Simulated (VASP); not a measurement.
A run of VASP 6.6.1 is set up as follows.

INCAR

```
  PREC = Accurate
  ENCUT = 520
  EDIFF = 1E-7
  ISMEAR = 0
  SIGMA = 0.1
  LREAL = False
  LASPH = True
  NELM = 100
  ALGO = Normal
  ISIF = 2
  LWAVE = False
  LCHARG = True
  LDIPOL = True
  IDIPOL = 3
  DIPOL = 0.5 0.5 0.495
  GGA = CA
  LELF = True
  LVHAR = True
  LVACPOTAV = True
  NBANDS = 20
```

File KPOINTS:

```
Automatic mesh
0
Gamma
  11 11 1
```

File POSCAR:

```
Ir
1.0
    2.6946510889      0.0000000000      0.0000000000
    0.0000000000      2.6946510889      0.0000000000
    0.0000000000      0.0000000000     17.8108121158
Ir
3
Direct
    0.5000000000      0.5000000000      0.3930196981
    0.0000000000      0.0000000000      0.4950327579
    0.5000000000      0.5000000000      0.5970509372
```

Potentials or basis: VASP PAW LDA potentials, release 64 (Ir).

Command:

```sh
$ cat potpaw_LDA.64/Ir/POTCAR > POTCAR
$ mpirun -np 1 vasp_std > vasp.out
```

(1) What does it give for the largest force?

(2) Estimate the band gap on the k mesh.

Results:

(1) 0.157 eV/Å.

(2) zero (an odd number of electrons rules out a gap without spin polarisation).

Caveat: spin-orbit coupling is left out, which moves the levels of the heavy elements.
